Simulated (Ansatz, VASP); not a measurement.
One calculation of ZnSe, two programs

Contents of POSCAR:

```
ZnSe
1.0
    0.0000000000      2.8324206805      2.8324206805
    2.8324206805      0.0000000000      2.8324206805
    2.8324206805      2.8324206805      0.0000000000
Zn Se
1 1
Direct
    0.0000000000      0.0000000000      0.0000000000
    0.2500000000      0.2500000000      0.2500000000
```

The input INCAR.step1:

```
SYSTEM = ZnSe
PREC = Accurate
ENCUT = 520
EDIFF = 1E-5
ISMEAR = 0
SIGMA = 0.01
LREAL = .False.
LASPH = .True.
NELM = 60
ALGO = Normal
ISIF = 2
LWAVE = .True.
NBANDS = 16
GGA = PE
```

Contents of INCAR.step2:

```
SYSTEM = ZnSe
PREC = Accurate
ENCUT = 520
EDIFF = 1E-6
ISMEAR = 0
SIGMA = 0.01
LREAL = .False.
LASPH = .True.
NELM = 60
ALGO = Normal
ISIF = 2
LWAVE = .False.
LCHARG = .True.
GGA = PE
LHFCALC = .True.
AEXX = 0.25
PRECFOCK = Normal
LELF = .True.
LVHAR = .True.
NBANDS = 16
ISTART = 1
```

KPOINTS

```
regular mesh
0
Gamma
  4 4 4
  0 0 0
```

Input for Ansatz:

```yaml
crystal:
  lattice:
    - [0.0, 2.8324206805, 2.8324206805]
    - [2.8324206805, 0.0, 2.8324206805]
    - [2.8324206805, 2.8324206805, 0.0]
  atoms:
    - { symbol: Zn, position: [0.0, 0.0, 0.0] }
    - { symbol: Se, position: [0.25, 0.25, 0.25] }
kpoints:
  mp_grid: { grid: [4, 4, 4] }
hamiltonian:
  xc: pbe0
scf:
  occupations: { method: fixed }
  n_extra_bands: 4
output:
  forces: true
  stress: true
  eigenvalues: true
```

Alike in both runs: task single point; functional PBE0; k mesh 4 × 4 × 4; no spin polarisation.

```csv
,VASP,Ansatz
version,VASP 6.6.1,Ansatz 0.2.0
potentials or method,"VASP PAW PBE potentials, release 64 (Zn, Se)",plane waves
plane-wave cutoff (eV),520,420
occupations,"gaussian, width 0.01 eV",fixed
valence electrons in the cell,18,28
```

Ansatz gave:

* gap on the k mesh at the Fermi level (eV): 3.11
* pressure (GPa): 1.4

Task: What did VASP give for the same quantities?

Result: gap on the k mesh at the Fermi level (eV): 3.14; pressure (GPa): 1.3.

VASP's potentials hold 18 valence electrons a cell and Ansatz's 28, so a difference there can come from the potentials and not from the codes. Ansatz's warnings: stress exchange threshold loose, stress scf threshold loose.

The k mesh is coarse, so the values compare programs but aren't converged.
